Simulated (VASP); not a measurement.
Here is a VASP 6.6.1 calculation.

INCAR

```
SYSTEM = Sn
PREC = Accurate
ENCUT = 520
EDIFF = 1E-6
ISMEAR = -1
SIGMA = 0.05
LREAL = .False.
LASPH = .True.
NELM = 60
ALGO = Normal
ISIF = 2
LWAVE = .False.
LCHARG = .True.
GGA = PE
LELF = .True.
LVHAR = .True.
NBANDS = 21
```

The input KPOINTS:

```
regular mesh
0
Gamma
  9 9 9
  0 0 0
```

POSCAR

```
Sn
1.0
   -2.8908668212      2.8908668212      1.5599443835
    2.8908668212     -2.8908668212      1.5599443835
    2.8908668212      2.8908668212     -1.5599443835
Sn
2
Direct
    0.0000000000      0.0000000000      0.0000000000
    0.7500000000      0.2500000000      0.5000000000
```

Potentials or basis: VASP PAW PBE potentials, release 64 (Sn_d).

The run is started by

```bash
$ cat potpaw_PBE.64/Sn_d/POTCAR > POTCAR
$ mpirun -np 1 vasp_std > vasp.out
```

Task: What does it give for the pressure?

Result: 4.9 GPa.

Task: Predict the band gap on the k mesh.

Result: Zero (band 14 reaches 9.72 eV, above the bottom of band 15 at 5.54 eV).

Caveat: spin-orbit coupling is left out, which moves the levels of the heavy elements.
